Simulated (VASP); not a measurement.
# CoMo (P-6m2) in VASP: a series of runs

Runs on CoMo. Level: LDA. Tasks: single point.

All numbers are computed with VASP 6.6.1; they aren't measurements. Logs are shortened: lines on timing, memory, paths and dates and some standing lists are left out, and cuts for length are marked.

### Step 1. The cell of the first run

Symmetry: P-6m2, No. 187, hexagonal system. The conventional cell has a = 2.649 Å, b = 2.649 Å, c = 4.113 Å, α = 90.00°, β = 90.00°, γ = 120.00°. Within 3.4 Å of Co (site symmetry -6m2) lie 6 Mo at 2.56 Å and 6 Co at 2.65 Å. Mo (site symmetry -6m2) has 6 Co at 2.56 Å and 6 Mo at 2.65 Å within 3.4 Å.

### Step 2. Single point, LDA, collinear spin, ferromagnetic start (12.50 Å³/atom)

INCAR reads:

```
ALGO     = Normal         # electronic algorithm
EDIFF    = 1E-6           # SCF threshold, eV
ENCUT    = 520            # plane-wave cutoff, eV
GGA      = CA             # functional
ISIF     = 2              # what is computed and relaxed
ISMEAR   = -1             # smearing method
ISPIN    = 2              # spin polarisation
LASPH    = True           # aspherical terms in the spheres
LCHARG   = False          # write CHGCAR
LMAXMIX  = 4              # l up to which the mixer works
LORBIT   = 11             # projections on sites
LREAL    = False          # projectors in reciprocal space
LWAVE    = False          # write WAVECAR
MAGMOM   = 2 0            # initial moments
NBANDS   = 22             # bands
NELM     = 150            # most SCF steps
PREC     = Accurate       # precision mode
SIGMA    = 0.05           # smearing width, eV
```

KPOINTS reads:

```
k-points
0
Gamma
  14 14 8
```

POSCAR reads:

```
CoMo
1.0
    2.6492423353      0.0000000000      0.0000000000
   -1.3246211676      2.2943111632      0.0000000000
    0.0000000000      0.0000000000      4.1126955191
Co Mo
1 1
Direct
    0.6666666667      0.3333333333      0.5000000000
    0.3333333333      0.6666666667      0.0000000000
```

Potentials or basis: VASP PAW LDA potentials, release 64 (Co, Mo_sv).

Started as:

```
cat potpaw_LDA.64/Co/POTCAR potpaw_LDA.64/Mo_sv/POTCAR > POTCAR
mpirun -np 1 vasp_std > vasp.out
```

OUTCAR:

```text
EDIFF = 1E-6
   ENCUT = 520
   GGA = CA
   ISIF = 2
   ISMEAR = -1
   ISPIN = 2
   LASPH = True
   LORBIT = 11
   LREAL = False
   NELM = 150
   PREC = Accurate

 ion  position               nearest neighbor table
   1  0.667  0.333  0.500-   2 2.56   2 2.56   2 2.56   2 2.56   2 2.56   2 2.56
   2  0.333  0.667  0.000-   1 2.56   1 2.56   1 2.56   1 2.56   1 2.56   1 2.56

  LATTYP: Found a hexagonal cell.
 ALAT       =     2.6492423353
 C/A-ratio  =     1.5524044231

  Lattice vectors:

 A1 = (   2.6492423353,   0.0000000000,   0.0000000000)
 A2 = (  -1.3246211676,   2.2943111632,   0.0000000000)
 A3 = (   0.0000000000,   0.0000000000,   4.1126955191)

Analysis of symmetry for initial positions (statically):
=====================================================================
 Subroutine PRICEL returns:
 Original cell was already a primitive cell.

 Routine SETGRP: Setting up the symmetry group for a
 hexagonal supercell.

 Subroutine GETGRP returns: Found 12 space group operations
 (whereof 12 operations were pure point group operations)
 out of a pool of 24 trial point group operations.

The static configuration has the point symmetry D_3h.

Analysis of symmetry for dynamics (positions and initial velocities):
=====================================================================
 Subroutine PRICEL returns:
 Original cell was already a primitive cell.

 Routine SETGRP: Setting up the symmetry group for a
 hexagonal supercell.

 Subroutine GETGRP returns: Found 12 space group operations
 (whereof 12 operations were pure point group operations)
 out of a pool of 24 trial point group operations.

The dynamic configuration has the point symmetry D_3h.

Analysis of structural, dynamic, and magnetic symmetry:
=====================================================================
 Subroutine PRICEL returns:
 Original cell was already a primitive cell.

 Routine SETGRP: Setting up the symmetry group for a
 hexagonal supercell.

 Subroutine GETGRP returns: Found 12 space group operations
 (whereof 12 operations were pure point group operations)
 out of a pool of 24 trial point group operations.

The overall configuration has the point symmetry D_3h.

 Subroutine INISYM returns: Found 12 space group operations
 (whereof 12 operations are pure point group operations),
 and found     1 'primitive' translations

----------------------------------------------------------------------------------------

                                     Primitive cell

  volume of cell :      24.9977

  direct lattice vectors                    reciprocal lattice vectors
     2.649242335  0.000000000  0.000000000     0.377466412  0.217930335  0.000000000
    -1.324621168  2.294311163  0.000000000     0.000000000  0.435860670  0.000000000
     0.000000000  0.000000000  4.112695519     0.000000000  0.000000000  0.243149534

  length of vectors
     2.649242335  2.649242335  4.112695519     0.435860670  0.435860670  0.243149534

  position of ions in fractional coordinates (direct lattice)
     0.666666667  0.333333333  0.500000000
     0.333333333  0.666666667  0.000000000

  ion indices of the primitive-cell ions
   primitive index   ion index
                 1           1
                 2           2

----------------------------------------------------------------------------------------

 KPOINTS: k-points

Automatic generation of k-mesh.
 Grid dimensions read from file:
 generate k-points for:   14   14    8

 Generating k-lattice:

  Cartesian coordinates                     Fractional coordinates (reciprocal lattice)
     0.026961887  0.015566452  0.000000000     0.071428571 -0.000000000  0.000000000
     0.000000000  0.031132905  0.000000000     0.000000000  0.071428571  0.000000000
     0.000000000  0.000000000  0.030393692     0.000000000  0.000000000  0.125000000

  Length of vectors
     0.031132905  0.031132905  0.030393692

  Shift w.r.t. Gamma in fractional coordinates (k-lattice)
     0.000000000  0.000000000  0.000000000

 Subroutine IBZKPT returns following result:
 ===========================================

 Found    120 irreducible k-points:

 Following reciprocal coordinates:
            Coordinates               Weight
  0.000000  0.000000  0.000000      1.000000
  0.071429  0.000000  0.000000      6.000000
  0.142857  0.000000  0.000000      6.000000
  0.214286  0.000000  0.000000      6.000000
  0.285714  0.000000  0.000000      6.000000
  0.357143  0.000000  0.000000      6.000000
[... 16 lines left out ...]
  0.285714  0.285714  0.000000      6.000000
  0.357143  0.285714  0.000000      6.000000
 [... further k-points ...]
   k-points           NKPTS =    120   k-points in BZ     NKDIM =    120   number of bands    NBANDS=     22
   number of dos      NEDOS =    301   number of ions     NIONS =      2
   total plane-waves  NPLWV =  12800
   dimension x,y,z NGX =    20 NGY =   20 NGZ =   32
   dimension x,y,z NGXF=    40 NGYF=   40 NGZF=   64
   ions per type =               1   1
   NGX,Y,Z   is equivalent  to a cutoff of  12.55, 12.55, 12.94 a.u.
   NGXF,Y,Z  is equivalent  to a cutoff of  25.10, 25.10, 25.87 a.u.
 SYSTEM =  unknown system
   PREC   = accura    normal or accurate (medium, high low for compatibility)
   ISTART =      0    job   : 0-new  1-cont  2-samecut
   ICHARG =      2    charge: 1-file 2-atom 10-const
   ISPIN  =      2    spin polarized calculation?
   LNONCOLLINEAR =      F non collinear calculations
   LSORBIT =      F    spin-orbit coupling
   LASPH  =      T    aspherical Exc in radial PAW
   ENCUT  =  520.0 eV  38.22 Ry    6.18 a.u.   4.93  4.93  7.65*2*pi/ulx,y,z
   NELM   =    150;   NELMIN=  2; NELMDL= -5     # of ELM steps
   EDIFF  = 0.1E-05   stopping-criterion for ELM
   LREAL  =      F    real-space projection
   EDIFFG = 0.1E-04   stopping-criterion for IOM
   NSW    =      0    number of steps for IOM
   IBRION =     -1    ionic relax: 0-MD 1-quasi-New 2-CG
   NFREE  =      0    steps in history (QN), initial steepest desc. (CG)
   ISIF   =      2    stress and relaxation
   ISYM   =      2    0-nonsym 1-usesym 2-fastsym
   POTIM  = 0.5000    time-step for ionic-motion
   TEBEG  =    0.0;   TEEND  =   0.0 temperature during run
   PSTRESS=    0.0 pullay stress
   NELECT =      23.0000    total number of electrons
   NUPDOWN=      -1.0000    fix difference up-down
   EMIN   =  10.00;   EMAX   =-10.00  energy-range for DOS
   EFERMI =   0.00;   METHOD = LEGACY
   ISMEAR =    -1;   SIGMA  =   0.05  broadening in eV -4-tet -1-fermi 0-gaus
   EFERMI_NEDOS =   21; number of points for ismear=-14 and -15
   IALGO  =     38    algorithm
   IMIX   =      4    mixing-type and parameters
     AMIX     =   0.40;   BMIX     =  1.00
     AMIX_MAG =   1.60;   BMIX_MAG =  1.00
  volume/ion in A,a.u.               =      12.50        84.35
  Fermi-wavevector in a.u.,A,eV,Ry     =   1.592272  3.008958 34.495260  2.535330
  Thomas-Fermi vector in A             =   2.690683
   LORBIT       =     11    0 simple, 1 ext, 2 COOP (PROOUT), +10 PAW based schemes
   GGA     = CA    functional components
   LHFCALC =     F    Hartree Fock is set to
   AEXX    =    0.0000 exact exchange contribution
   IVDW    =     0    specifies the selected vdW correction
   LEPSILON=     F    determine dielectric tensor
   LRPA    =     F    only Hartree local field effects (RPA)
 spin polarized calculation
  energy-cutoff  :      520.00
  volume of cell :       25.00
 maximum number of plane-waves:       695
 NGX is ok and might be reduce to    20
   NGX =  9   NGY =  9   NGZ = 15

 number of electron      22.9999999 magnetization       0.0364275

 Free energy of the ion-electron system (eV)
  ---------------------------------------------------
  ext. energy  EPLUGINS =         0.00000000
  ---------------------------------------------------
  free energy    TOTEN  =       -19.95897487 eV

  energy without entropy =      -19.93631927  energy(sigma->0) =      -19.94764707

 E-fermi :  12.0489     XC(G=0): -13.9665

 val. band max:       12.0458026542   @ k =   0.0000   0.0000   0.2500
 cond. band min:      12.0517698444   @ k =   0.4286   0.0714   0.2500
 fundamental gap:      0.0059671902
 Fermi energy:        12.0488956131

 spin component 1

 k-point     1 :       0.0000    0.0000    0.0000
  band No.  band energies     occupation
      1     -48.4541      1.00000
      2     -22.7812      1.00000
      3     -21.7318      1.00000
      4     -21.7318      1.00000
      5       4.1557      1.00000
      6       6.9941      1.00000
[... 14 lines left out ...]
     21      34.1012      0.00000
     22      34.1722      0.00000
[... 552 lines left out ...]
  band No.  band energies     occupation
      1     -48.0863      1.00000
      2     -23.1436      1.00000
      3     -22.8691      1.00000
      4     -22.4536      1.00000
      5       7.8552      1.00000
      6       8.7306      1.00000
[... 14 lines left out ...]
     21      29.1881      0.00000
     22      29.2041      0.00000

 [... further k-points ...]

 spin component 2

 k-point     1 :       0.0000    0.0000    0.0000
  band No.  band energies     occupation
      1     -48.4551      1.00000
      2     -22.7824      1.00000
      3     -21.7327      1.00000
      4     -21.7327      1.00000
      5       4.1578      1.00000
      6       6.9992      1.00000
[... 14 lines left out ...]
     21      34.1085      0.00000
     22      34.1732      0.00000
[... 552 lines left out ...]
  band No.  band energies     occupation
      1     -48.0873      1.00000
      2     -23.1445      1.00000
      3     -22.8701      1.00000
      4     -22.4548      1.00000
      5       7.8661      1.00000
      6       8.7485      1.00000
[... 14 lines left out ...]
     21      29.1895      0.00000
     22      29.2073      0.00000

 [... further k-points ...]

------------------------ aborting loop because EDIFF is reached ----------------------------------------

  FORCE on cell =-STRESS in cart. coord.  units (eV):
  Direction    XX          YY          ZZ          XY          YZ          ZX
  --------------------------------------------------------------------------------------
  -------------------------------------------------------------------------------------
  Total        0.0211660      0.0211660     -0.0788232      0.0000000      0.0000000     -0.0000000
  in kB        1.3565878      1.3565878     -5.0520095      0.0000000      0.0000000     -0.0000000
  external PRESSURE =      -0.7796113 kB  Pullay stress =       0.0000000 kB

 VOLUME and BASIS-vectors are now :
 -----------------------------------------------------------------------------
  energy-cutoff  :      520.00
  volume of cell :       25.00
      direct lattice vectors                 reciprocal lattice vectors
     2.649242335  0.000000000  0.000000000     0.377466412  0.217930335  0.000000000
    -1.324621168  2.294311163  0.000000000     0.000000000  0.435860670  0.000000000
     0.000000000  0.000000000  4.112695519     0.000000000  0.000000000  0.243149534

 POSITION                                       TOTAL-FORCE (eV/Angst)
 -----------------------------------------------------------------------------------
      1.32462      0.76477      2.05635        -0.000000      0.000000      0.000000
     -0.00000      1.52954      0.00000         0.000000     -0.000000      0.000000
 -----------------------------------------------------------------------------------
    total drift:                                0.000000     -0.000000      0.000000

  FREE ENERGIE OF THE ION-ELECTRON SYSTEM (eV)
  ---------------------------------------------------
  free  energy   TOTEN  =       -19.9589748724 eV

  energy  without entropy=      -19.9363192659  energy(sigma->0) =      -19.94764707

 total charge

# of ion       s       p       d       tot
------------------------------------------
    1        0.494   0.532   7.361   8.387
    2        2.431   6.217   4.105  12.753
--------------------------------------------------
tot          2.925   6.749  11.466  21.139

 magnetization (x)

# of ion       s       p       d       tot
------------------------------------------
    1       -0.000  -0.000   0.040   0.039
    2       -0.000  -0.000  -0.001  -0.002
--------------------------------------------------
tot         -0.000  -0.001   0.038   0.037
```

Wall time 5.4 min (1 thread of Intel Xeon 8259CL, shared host); peak memory 0.22 GiB.

What came out:

```
Free energy                                           : -19.9590 eV
Pressure                                              : -0.1 GPa
Net moment                                            : 0.04 μB per cell
Site moments                                          : Co +0.04; Mo -0.00 μB
Valence electrons inside the program's atomic spheres : Co 8.39; Mo 12.75
```

Stress tensor (GPa, compression positive):
```
 0.14  0.00  0.00
 0.00  0.14  0.00
 0.00  0.00 -0.51
```

Levels at points of the mesh, in eV from the Fermi level:
Spin up:
| k point | band 8 | band 9 | band 10 | band 11 | band 12 | band 13 | band 14 | band 15 | band 16 | band 17 |
| --- | --- | --- | --- | --- | --- | --- | --- | --- | --- | --- |
| (0.00, 0.00, 0.00) | -1.54 | -1.34 | -1.04 | -1.04 | -0.53 | -0.53 | 1.65 | 3.08 | 3.08 | 10.97 |
| (0.50, 0.00, 0.00) | -1.98 | -1.51 | -1.22 | -0.80 | 0.10 | 2.88 | 3.07 | 5.32 | 7.83 | 10.63 |
| (0.00, 0.00, 0.50) | -1.69 | -1.69 | -1.67 | -1.67 | -1.62 | 0.45 | 0.45 | 3.03 | 3.03 | 13.83 |
| (0.50, 0.00, 0.50) | -2.75 | -1.10 | -0.23 | 0.05 | 1.25 | 2.13 | 2.27 | 4.49 | 5.33 | 9.34 |
Spin down:
```tsv
k point	band 9	band 10	band 11	band 12	band 13	band 14	band 15	band 16
(0.00, 0.00, 0.00)	-1.32	-1.01	-1.01	-0.53	-0.53	1.65	3.08	3.08
(0.50, 0.00, 0.00)	-1.50	-1.20	-0.78	0.15	2.89	3.09	5.31	7.83
(0.00, 0.00, 0.50)	-1.68	-1.63	-1.63	-1.62	0.46	0.46	3.03	3.03
(0.50, 0.00, 0.50)	-1.07	-0.21	0.09	1.25	2.14	2.28	4.49	5.33
```

Caveat: the moments typed at the start vanished in this run.

### Step 3. Single point, LDA, collinear spin, ferromagnetic start

This run uses another cell than the first one, of 13.16 Å³/atom.

INCAR reads:

```
PREC = Accurate
ENCUT = 520
EDIFF = 1E-7
ISMEAR = -1
SIGMA = 0.05
LREAL = F
LASPH = T
NELM = 150
ALGO = Normal
ISIF = 2
LWAVE = F
LCHARG = F
ISPIN = 2
MAGMOM = 2 0
LORBIT = 11
LMAXMIX = 4
NBANDS = 22
```

KPOINTS reads:

```
regular mesh
0
Gamma
  14 14 8
```

POSCAR reads:

```
CoMo
1.0
    2.6949279053      0.0000000000      0.0000000000
   -1.3474639526      2.3338760273      0.0000000000
    0.0000000000      0.0000000000      4.1836180000
Co Mo
1 1
Direct
    0.6666666667      0.3333333333      0.5000000000
    0.3333333333      0.6666666667      0.0000000000
```

Potentials or basis: VASP PAW LDA potentials, release 64 (Co, Mo_sv).

Started as:

```
cat potpaw_LDA.64/Co/POTCAR potpaw_LDA.64/Mo_sv/POTCAR > POTCAR
mpirun -np 1 vasp_std > vasp.out
```

OUTCAR:

```text
PREC = Accurate
   ENCUT = 520
   EDIFF = 1E-7
   ISMEAR = -1
   LREAL = F
   LASPH = T
   NELM = 150
   ISIF = 2
   ISPIN = 2
   LORBIT = 11

 ion  position               nearest neighbor table
   1  0.667  0.333  0.500-   2 2.61   2 2.61   2 2.61   2 2.61   2 2.61   2 2.61
   2  0.333  0.667  0.000-   1 2.61   1 2.61   1 2.61   1 2.61   1 2.61   1 2.61

  LATTYP: Found a hexagonal cell.
 ALAT       =     2.6949279053
 C/A-ratio  =     1.5524044231

  Lattice vectors:
[... 1415 lines left out ...]
  in kB     -123.0477043   -123.0477043   -132.9192477     -0.0000000      0.0000000     -0.0000000
  external PRESSURE =    -126.3382188 kB  Pullay stress =       0.0000000 kB

 VOLUME and BASIS-vectors are now :
 -----------------------------------------------------------------------------
  energy-cutoff  :      520.00
  volume of cell :       26.31
      direct lattice vectors                 reciprocal lattice vectors
     2.694927905  0.000000000  0.000000000     0.371067440  0.214235887  0.000000000
    -1.347463953  2.333876027  0.000000000     0.000000000  0.428471773  0.000000000
     0.000000000  0.000000000  4.183618000     0.000000000  0.000000000  0.239027559

 POSITION                                       TOTAL-FORCE (eV/Angst)
 -----------------------------------------------------------------------------------
      1.34746      0.77796      2.09181         0.000000      0.000000      0.000000
     -0.00000      1.55592      0.00000        -0.000000      0.000000      0.000000
 -----------------------------------------------------------------------------------
    total drift:                                0.000001     -0.000000      0.000000

  FREE ENERGIE OF THE ION-ELECTRON SYSTEM (eV)
  ---------------------------------------------------
  free  energy   TOTEN  =       -19.9047472283 eV

  energy  without entropy=      -19.8839559719  energy(sigma->0) =      -19.89435160

 total charge

# of ion       s       p       d       tot
------------------------------------------
    1        0.473   0.490   7.323   8.286
    2        2.413   6.199   4.010  12.622
--------------------------------------------------
tot          2.886   6.689  11.333  20.908

 magnetization (x)

# of ion       s       p       d       tot
------------------------------------------
    1       -0.001  -0.002   0.349   0.345
    2       -0.002  -0.003  -0.019  -0.023
--------------------------------------------------
tot         -0.003  -0.006   0.330   0.322
```

stdout:

```text
POSCAR found type information on POSCAR CoMo
 POSCAR found :  2 types and       2 ions
 scaLAPACK will be used
 LDA part: xc-table for (Slater(with rela. corr.)+CA(PZ))
 , standard interpolation
 POSCAR, INCAR and KPOINTS ok, starting setup
 FFT: planning ... GRIDC
 FFT: planning ... GRID_SOFT
 FFT: planning ... GRID
 WAVECAR not read
 entering main loop
```

Wall time 4.3 min (1 thread of Intel Xeon 8259CL, shared host); peak memory 0.22 GiB.

What came out:

```
Free energy                                           : -19.9047 eV
Pressure                                              : -12.6 GPa
Net moment                                            : 0.32 μB per cell
Site moments                                          : Co +0.34; Mo -0.02 μB
Valence electrons inside the program's atomic spheres : Co 8.29; Mo 12.62
```

Levels at points of the mesh, in eV from the Fermi level:
Spin up:
| k point | band 8 | band 9 | band 10 | band 11 | band 12 | band 13 | band 14 | band 15 | band 16 | band 17 |
| --- | --- | --- | --- | --- | --- | --- | --- | --- | --- | --- |
| (0.00, 0.00, 0.00) | -1.56 | -1.32 | -1.07 | -1.07 | -0.47 | -0.47 | 1.52 | 2.88 | 2.88 | 10.30 |
| (0.50, 0.00, 0.00) | -1.90 | -1.48 | -1.21 | -0.81 | -0.09 | 2.67 | 2.75 | 4.97 | 7.38 | 10.25 |
| (0.00, 0.00, 0.50) | -1.69 | -1.69 | -1.61 | -1.61 | -1.49 | 0.38 | 0.38 | 2.83 | 2.83 | 13.49 |
| (0.50, 0.00, 0.50) | -2.66 | -1.13 | -0.30 | -0.13 | 1.20 | 1.96 | 2.12 | 4.14 | 4.99 | 8.80 |
Spin down:
```csv
k point,band 8,band 9,band 10,band 11,band 12,band 13,band 14,band 15
"(0.00, 0.00, 0.00)",-1.23,-1.13,-0.82,-0.82,-0.44,-0.44,1.53,2.90
"(0.50, 0.00, 0.00)",-1.72,-1.38,-1.04,-0.63,0.33,2.74,2.94,4.96
"(0.00, 0.00, 0.50)",-1.51,-1.48,-1.48,-1.34,-1.34,0.51,0.51,2.85
"(0.50, 0.00, 0.50)",-2.38,-0.87,-0.09,0.27,1.21,1.98,2.24,4.19
```

Caveat: the cell stands under tension.
